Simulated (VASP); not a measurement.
# Sn3Te2O (P6/mmm) in VASP: notebook

Sn3Te2O is run at these levels: PBE; tasks: single point.

Program: VASP 6.6.1. These are calculated values, not measurements. Logs are shortened: lines on timing, memory, paths and dates and some standing lists are left out, and cuts for length are marked.

## (1) The cell of the first run

It takes space group P6/mmm (No. 191, hexagonal). Conventional cell: a = 6.740 Å, b = 6.740 Å, c = 3.882 Å, α = 90.00°, β = 90.00°, γ = 120.00°. Sn (site symmetry mmm) has 4 Te at 2.75 Å and 4 Sn at 3.37 Å within 3.6 Å. Within 3.6 Å of Te (site symmetry -6m2) lie 6 Sn at 2.75 Å. O (site symmetry 6/mmm) has 2 O at 3.88 Å and 12 Sn at 3.89 Å and 6 Te at 3.89 Å within 5.1 Å.

The cell was built from a structure type or drawn by symmetry, and may not be a known phase.

## (2) Single point, PBE

The input, INCAR:

```
PREC = Accurate
ENCUT = 520
EDIFF = 1E-6
ISMEAR = 0
SIGMA = 0.1
LREAL = F
LASPH = T
NELM = 60
ALGO = Normal
ISIF = 2
LWAVE = F
LCHARG = T
GGA = PE
LELF = T
LVHAR = T
NBANDS = 39
```

The input, KPOINTS:

```
Automatic mesh
0
Gamma
  3 3 4
```

The input, POSCAR:

```
Sn3Te2O
1.0
    6.7403571100      0.0000000000      0.0000000000
   -3.3701785600      5.8373204900      0.0000000000
    0.0000000000      0.0000000000      3.8822860300
Sn Te O
3 2 1
Direct
    0.5000000000      0.0000000000      0.5000000000
    0.5000000000      0.5000000000      0.5000000000
    0.0000000000      0.5000000000      0.5000000000
    0.3333333300      0.6666666700      0.0000000000
    0.6666666700      0.3333333300      0.0000000000
    0.0000000000      0.0000000000      0.0000000000
```

Potentials or basis: VASP PAW PBE potentials, release 64 (Sn_d, Te, O).

Command:

```console
$ cat potpaw_PBE.64/Sn_d/POTCAR potpaw_PBE.64/Te/POTCAR potpaw_PBE.64/O/POTCAR > POTCAR
$ mpirun -np 1 vasp_std > vasp.out
```

OUTCAR:

```text
PREC = Accurate
   ENCUT = 520
   EDIFF = 1E-6
   ISMEAR = 0
   LREAL = F
   LASPH = T
   NELM = 60
   ISIF = 2
   GGA = PE

 ion  position               nearest neighbor table
   1  0.500  0.000  0.500-   4 2.75   5 2.75   4 2.75   5 2.75   3 3.37   3 3.37   2 3.37   2 3.37

   2  0.500  0.500  0.500-   4 2.75   5 2.75   4 2.75   5 2.75   3 3.37   3 3.37   1 3.37   1 3.37

   3  0.000  0.500  0.500-   4 2.75   5 2.75   4 2.75   5 2.75   1 3.37   1 3.37   2 3.37   2 3.37

   4  0.333  0.667  0.000-   3 2.75   3 2.75   1 2.75   1 2.75   2 2.75   2 2.75
   5  0.667  0.333  0.000-   3 2.75   3 2.75   1 2.75   1 2.75   2 2.75   2 2.75
   6  0.000  0.000  0.000-

  LATTYP: Found a hexagonal cell.
 ALAT       =     6.7403571100
 C/A-ratio  =     0.5759763120

  Lattice vectors:

 A1 = (   6.7403571100,   0.0000000000,   0.0000000000)
 A2 = (  -3.3701785600,   5.8373204900,   0.0000000000)
 A3 = (   0.0000000000,   0.0000000000,   3.8822860300)

Analysis of symmetry for initial positions (statically):
=====================================================================
 Subroutine PRICEL returns:
 Original cell was already a primitive cell.

 Routine SETGRP: Setting up the symmetry group for a
 hexagonal supercell.

 Subroutine GETGRP returns: Found 24 space group operations
 (whereof 24 operations were pure point group operations)
 out of a pool of 24 trial point group operations.

The static configuration has the point symmetry D_6h.

Analysis of symmetry for dynamics (positions and initial velocities):
=====================================================================
 Subroutine PRICEL returns:
 Original cell was already a primitive cell.

 Routine SETGRP: Setting up the symmetry group for a
 hexagonal supercell.

 Subroutine GETGRP returns: Found 24 space group operations
 (whereof 24 operations were pure point group operations)
 out of a pool of 24 trial point group operations.

The dynamic configuration has the point symmetry D_6h.

 Subroutine INISYM returns: Found 24 space group operations
 (whereof 24 operations are pure point group operations),
 and found     1 'primitive' translations

----------------------------------------------------------------------------------------

                                     Primitive cell

[... 82 lines left out ...]
   EDIFF  = 0.1E-05   stopping-criterion for ELM
   LREAL  =      F    real-space projection
   EDIFFG = 0.1E-04   stopping-criterion for IOM
   NSW    =      0    number of steps for IOM
   IBRION =     -1    ionic relax: 0-MD 1-quasi-New 2-CG
   NFREE  =      0    steps in history (QN), initial steepest desc. (CG)
   ISIF   =      2    stress and relaxation
   ISYM   =      2    0-nonsym 1-usesym 2-fastsym
   POTIM  = 0.5000    time-step for ionic-motion
   TEBEG  =    0.0;   TEEND  =   0.0 temperature during run
   PSTRESS=    0.0 pullay stress
   NELECT =      60.0000    total number of electrons
   NUPDOWN=      -1.0000    fix difference up-down
   EMIN   =  10.00;   EMAX   =-10.00  energy-range for DOS
   EFERMI =   0.00;   METHOD = LEGACY
   ISMEAR =     0;   SIGMA  =   0.10  broadening in eV -4-tet -1-fermi 0-gaus
   EFERMI_NEDOS =   21; number of points for ismear=-14 and -15
   IALGO  =     38    algorithm
   IMIX   =      4    mixing-type and parameters
     AMIX     =   0.40;   BMIX     =  1.00
     AMIX_MAG =   1.60;   BMIX_MAG =  1.00
  volume/ion in A,a.u.               =      25.46       171.80
  Fermi-wavevector in a.u.,A,eV,Ry     =   1.198939  2.265667 19.557774  1.437456
  Thomas-Fermi vector in A             =   2.334815
   LORBIT       =      0    0 simple, 1 ext, 2 COOP (PROOUT), +10 PAW based schemes
   GGA     = PE    functional components
   LHFCALC =     F    Hartree Fock is set to
   AEXX    =    0.0000 exact exchange contribution
   IVDW    =     0    specifies the selected vdW correction
   LEPSILON=     F    determine dielectric tensor
   LRPA    =     F    only Hartree local field effects (RPA)
 non-spin polarized calculation
 Gauss-broadening in eV      SIGMA  =   0.10
  energy-cutoff  :      520.00
  volume of cell :      152.75
 maximum number of plane-waves:      4142
 NGX is ok and might be reduce to    50
   NGX = 25   NGY = 25   NGZ = 15

 number of electron      59.9999984 magnetization

 Free energy of the ion-electron system (eV)
  ---------------------------------------------------
  ext. energy  EPLUGINS =         0.00000000
  ---------------------------------------------------
  free energy    TOTEN  =       -16.16267213 eV

  energy without entropy =      -16.13222077  energy(sigma->0) =      -16.14744645

 E-fermi :   7.1362     XC(G=0):  -9.7134

 val. band max:        7.0781033226   @ k =   0.3333   0.3333   0.2500
 cond. band min:       7.1648756643   @ k =   0.3333   0.0000   0.2500
 fundamental gap:      0.0867723417
 Fermi energy:         7.1362348738

 k-point     1 :       0.0000    0.0000    0.0000
  band No.  band energies     occupation
      1     -15.2028      2.00000
      2     -15.1710      2.00000
      3     -15.1026      2.00000
      4     -15.1019      2.00000
      5     -15.1019      2.00000
      6     -15.0942      2.00000
[... 367 lines left out ...]
     38      12.9112      0.00000
     39      12.9113      0.00000

------------------------ aborting loop because EDIFF is reached ----------------------------------------

  FORCE on cell =-STRESS in cart. coord.  units (eV):
  Direction    XX          YY          ZZ          XY          YZ          ZX
  --------------------------------------------------------------------------------------
  -------------------------------------------------------------------------------------
  Total       14.3518591     14.3518591     31.5990891     -0.0000000      0.0000000      0.0000000
  in kB      150.5340579    150.5340580    331.4371397     -0.0000001      0.0000000      0.0000000
  external PRESSURE =     210.8350852 kB  Pullay stress =       0.0000000 kB

 VOLUME and BASIS-vectors are now :
 -----------------------------------------------------------------------------
  energy-cutoff  :      520.00
  volume of cell :      152.75
      direct lattice vectors                 reciprocal lattice vectors
     6.740357110  0.000000000  0.000000000     0.148360092  0.085655739  0.000000000
    -3.370178560  5.837320490  0.000000000     0.000000000  0.171311478  0.000000000
     0.000000000  0.000000000  3.882286030     0.000000000  0.000000000  0.257580197

 POSITION                                       TOTAL-FORCE (eV/Angst)
 -----------------------------------------------------------------------------------
      3.37018      0.00000      1.94114        -0.000000     -0.000000      0.000000
      1.68509      2.91866      1.94114        -0.000000     -0.000000      0.000000
     -1.68509      2.91866      1.94114        -0.000000     -0.000000      0.000000
     -0.00000      3.89155      0.00000         0.000000     -0.000000      0.000000
      3.37018      1.94577      0.00000        -0.000000      0.000000      0.000000
      0.00000      0.00000      0.00000        -0.000000     -0.000000      0.000000
 -----------------------------------------------------------------------------------
    total drift:                               -0.000000     -0.000000      0.000000

  FREE ENERGIE OF THE ION-ELECTRON SYSTEM (eV)
  ---------------------------------------------------
  free  energy   TOTEN  =       -16.1626721284 eV

  energy  without entropy=      -16.1322207695  energy(sigma->0) =      -16.14744645
```

OSZICAR:

```text
N       E                     dE             d eps       ncg     rms          rms(c)
DAV:   1     0.626707322122E+03    0.62671E+03   -0.28211E+04   767   0.200E+03
DAV:   2     0.827547002710E+02   -0.54395E+03   -0.52683E+03   702   0.575E+02
DAV:   3    -0.149594698894E+02   -0.97714E+02   -0.94644E+02   847   0.190E+02
DAV:   4    -0.209290865200E+02   -0.59696E+01   -0.59151E+01   800   0.493E+01
DAV:   5    -0.211400489039E+02   -0.21096E+00   -0.21088E+00   891   0.947E+00    0.202E+01
DAV:   6    -0.246498139102E+02   -0.35098E+01   -0.94486E+01   810   0.178E+01    0.322E+01
DAV:   7    -0.176793312666E+02    0.69705E+01   -0.52881E+01   816   0.733E+00    0.110E+01
DAV:   8    -0.162335897366E+02    0.14457E+01   -0.10047E+01   799   0.634E+00    0.416E+00
DAV:   9    -0.161623123492E+02    0.71277E-01   -0.98984E-01   833   0.227E+00    0.109E+00
DAV:  10    -0.161598228179E+02    0.24895E-02   -0.47025E-02   841   0.762E-01    0.487E-01
DAV:  11    -0.161622881112E+02   -0.24653E-02   -0.48795E-03   829   0.487E-01    0.214E-01
DAV:  12    -0.161627010056E+02   -0.41289E-03   -0.57554E-04   786   0.113E-01    0.129E-01
DAV:  13    -0.161626916344E+02    0.93712E-05   -0.18794E-03   895   0.911E-02    0.753E-02
DAV:  14    -0.161626925566E+02   -0.92213E-06   -0.10556E-03   861   0.393E-02    0.652E-02
DAV:  15    -0.161626694587E+02    0.23098E-04   -0.13326E-04   701   0.263E-02    0.160E-02
DAV:  16    -0.161626725812E+02   -0.31225E-05   -0.35863E-05   729   0.106E-02    0.137E-02
DAV:  17    -0.161626719564E+02    0.62481E-06   -0.10650E-05   595   0.591E-03    0.187E-03
DAV:  18    -0.161626721284E+02   -0.17197E-06   -0.80982E-07   428   0.222E-03
   1 F= -.16162672E+02 E0= -.16147446E+02  d E =-.304514E-01
```

Run time: 75 s. Hardware: 1 thread of AMD EPYC 7R43 (Zen 3), shared host; peak memory 0.23 GiB.

What came out:

```yaml
Free_energy: -16.1627 eV
Pressure: 21.1 GPa
Band_gap_on_the_k_mesh: zero (bands 30 and 31 overlap by 1.62 eV)
```

Stress tensor (GPa, compression positive):
```
15.05  0.00  0.00
 0.00 15.05  0.00
 0.00  0.00 33.14
```

Caveat: the k points lie up to 0.40 Å⁻¹ apart, too coarse for converged energies and pressures of a metal; spin-orbit coupling is left out, which moves the levels of the heavy elements.

## (3) Single point, PBE

This run uses another cell than the first one, of 34.83 Å³/atom.

The input, INCAR:

```
SYSTEM = Sn3Te2O
PREC = Accurate ; ENCUT = 520
EDIFF = 1E-6 ; ISMEAR = 0
SIGMA = 0.1 ; LREAL = .False.
LASPH = .True. ; NELM = 60
ALGO = Normal ; ISIF = 2
LWAVE = .False. ; LCHARG = .False.
GGA = PE ; NBANDS = 39
```

The input, KPOINTS:

```
regular mesh
0
Gamma
  3 3 4
  0 0 0
```

The input, POSCAR:

```
Sn3Te2O
1.0
    7.2587628373      0.0000000031      0.0000000000
   -3.6293814213      6.2862730156      0.0000000000
    0.0000000000      0.0000000000      4.5791924567
Sn Te O
3 2 1
Direct
    0.5000000000      0.0000000000      0.5000000000
    0.5000000000      0.5000000000      0.5000000000
    0.0000000000      0.5000000000      0.5000000000
    0.3333333333      0.6666666667      0.0000000000
    0.6666666667      0.3333333333      0.0000000000
    0.0000000000      0.0000000000      0.0000000000
```

Potentials or basis: VASP PAW PBE potentials, release 64 (Sn_d, Te, O).

Command:

```console
$ cat potpaw_PBE.64/Sn_d/POTCAR potpaw_PBE.64/Te/POTCAR potpaw_PBE.64/O/POTCAR > POTCAR
$ mpirun -np 1 vasp_std > vasp.out
```

OUTCAR:

```text
SYSTEM = Sn3Te2O
   PREC = Accurate
   ENCUT = 520
   EDIFF = 1E-6
   ISMEAR = 0
   LREAL = .False.
   LASPH = .True.
   NELM = 60
   ISIF = 2
   GGA = PE

 ion  position               nearest neighbor table
   1  0.500  0.000  0.500-   4 3.10   5 3.10   4 3.10   5 3.10   2 3.63   2 3.63   3 3.63   3 3.63

   2  0.500  0.500  0.500-   4 3.10   5 3.10   4 3.10   5 3.10   1 3.63   1 3.63   3 3.63   3 3.63

   3  0.000  0.500  0.500-   4 3.10   5 3.10   4 3.10   5 3.10   2 3.63   2 3.63   1 3.63   1 3.63

   4  0.333  0.667  0.000-   1 3.10   1 3.10   3 3.10   3 3.10   2 3.10   2 3.10
   5  0.667  0.333  0.000-   1 3.10   1 3.10   3 3.10   3 3.10   2 3.10   2 3.10
   6  0.000  0.000  0.000-

  LATTYP: Found a hexagonal cell.
 ALAT       =     7.2587628373
 C/A-ratio  =     0.6308502646

  Lattice vectors:

 A1 = (   7.2587628373,   0.0000000031,   0.0000000000)
 A2 = (  -3.6293814213,   6.2862730156,   0.0000000000)
 A3 = (   0.0000000000,   0.0000000000,   4.5791924567)

Analysis of symmetry for initial positions (statically):
=====================================================================
 Subroutine PRICEL returns:
 Original cell was already a primitive cell.
[... 167 lines left out ...]
 fundamental gap:      0.0391512143
 Fermi energy:         3.7610125225

 k-point     1 :       0.0000    0.0000    0.0000
  band No.  band energies     occupation
      1     -18.1543      2.00000
      2     -18.1460      2.00000
      3     -18.1460      2.00000
      4     -18.1282      2.00000
      5     -18.1282      2.00000
      6     -18.1258      2.00000
[... 367 lines left out ...]
     38       7.9246      0.00000
     39       7.9246      0.00000

------------------------ aborting loop because EDIFF is reached ----------------------------------------

  FORCE on cell =-STRESS in cart. coord.  units (eV):
  Direction    XX          YY          ZZ          XY          YZ          ZX
  --------------------------------------------------------------------------------------
  -------------------------------------------------------------------------------------
  Total        0.0627529      0.0627529      0.2575313      0.0000000      0.0000000      0.0000000
  in kB        0.4811714      0.4811714      1.9746758      0.0000000      0.0000000      0.0000000
  external PRESSURE =       0.9790062 kB  Pullay stress =       0.0000000 kB

 VOLUME and BASIS-vectors are now :
 -----------------------------------------------------------------------------
  energy-cutoff  :      520.00
  volume of cell :      208.95
      direct lattice vectors                 reciprocal lattice vectors
     7.258762837  0.000000003  0.000000000     0.137764523  0.079538385  0.000000000
    -3.629381421  6.286273016  0.000000000    -0.000000000  0.159076769  0.000000000
     0.000000000  0.000000000  4.579192457     0.000000000  0.000000000  0.218379116

 POSITION                                       TOTAL-FORCE (eV/Angst)
 -----------------------------------------------------------------------------------
      3.62938      0.00000      2.28960         0.000000     -0.000000      0.000000
      1.81469      3.14314      2.28960         0.000000     -0.000000      0.000000
     -1.81469      3.14314      2.28960         0.000000     -0.000000      0.000000
     -0.00000      4.19085      0.00000         0.000000      0.000000     -0.000000
      3.62938      2.09542      0.00000        -0.000000     -0.000000      0.000000
      0.00000      0.00000      0.00000         0.000000     -0.000000      0.000000
 -----------------------------------------------------------------------------------
    total drift:                                0.000000      0.000000      0.000000

  FREE ENERGIE OF THE ION-ELECTRON SYSTEM (eV)
  ---------------------------------------------------
  free  energy   TOTEN  =       -19.3719588865 eV

  energy  without entropy=      -19.3338032834  energy(sigma->0) =      -19.35288108
```

OSZICAR:

```text
N       E                     dE             d eps       ncg     rms          rms(c)
DAV:   1     0.564852151116E+03    0.56485E+03   -0.27103E+04   723   0.176E+03
DAV:   2     0.682764513994E+02   -0.49658E+03   -0.48216E+03   710   0.483E+02
DAV:   3    -0.198157246468E+02   -0.88092E+02   -0.85321E+02   886   0.177E+02
[... 12 lines left out ...]
DAV:  16    -0.193719556226E+02    0.58722E-03   -0.58517E-03   755   0.575E-02    0.507E-02
DAV:  17    -0.193719694077E+02   -0.13785E-04   -0.75459E-05   697   0.285E-02    0.399E-02
DAV:  18    -0.193719764394E+02   -0.70317E-05   -0.10788E-05   711   0.701E-03    0.515E-02
DAV:  19    -0.193719583187E+02    0.18121E-04   -0.14624E-04   630   0.933E-03    0.395E-03
DAV:  20    -0.193719588865E+02   -0.56782E-06   -0.15012E-06   474   0.374E-03
   1 F= -.19371959E+02 E0= -.19352881E+02  d E =-.381556E-01
```

It took 1.8 min on 1 thread of AMD EPYC 7R43 (Zen 3), shared host; peak memory 0.3 GiB.

Results:

- Free energy: -19.3720 eV
- Pressure: 0.1 GPa
- Band gap on the k mesh: zero (bands 30 and 31 overlap by 0.12 eV)

Stress tensor (GPa, compression positive):
```
0.05 0.00 0.00
0.00 0.05 0.00
0.00 0.00 0.20
```

Caveat: semilocal functionals underestimate gaps, so a narrow gap can read as zero; spin-orbit coupling is left out, which moves the levels of the heavy elements.
